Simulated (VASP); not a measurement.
The system is AgCl.

```xyz
2
Lattice="0.0000 2.9932 2.9932 2.9932 0.0000 2.9932 2.9932 2.9932 0.0000" Properties=species:S:1:pos:R:3 pbc="T T T"
Ag    0.0000    0.0000    0.0000
Cl    1.4966    1.4966    1.4966
```

Base run:

| Quantity | Value |
| --- | --- |
| Program | VASP 6.6.1 |
| Functional | PBE |
| Potentials or basis | VASP PAW PBE potentials, release 64 (Ag, Cl) |
| Cutoff | 520 eV |
| k mesh | 8 × 8 × 8 |
| Occupations | gaussian, width 0.01 eV |
| Spin | no spin polarisation |

Its results: band gap on the k mesh 1.25 eV, direct; pressure 1.1 GPa.

Question: The run is repeated on the same cell with these changes: functional from PBE to r2SCAN. What comes out?

Answer: Band gap on the k mesh 1.60 eV, direct; pressure 0.0 GPa.

r2SCAN gives the wider gap, since meta-GGAs in the generalised Kohn-Sham scheme recover part of the derivative discontinuity.

Caveats: the PAW data sets were made with another functional, which shifts forces and pressure a little (some runs).

A k mesh can miss the band edges.
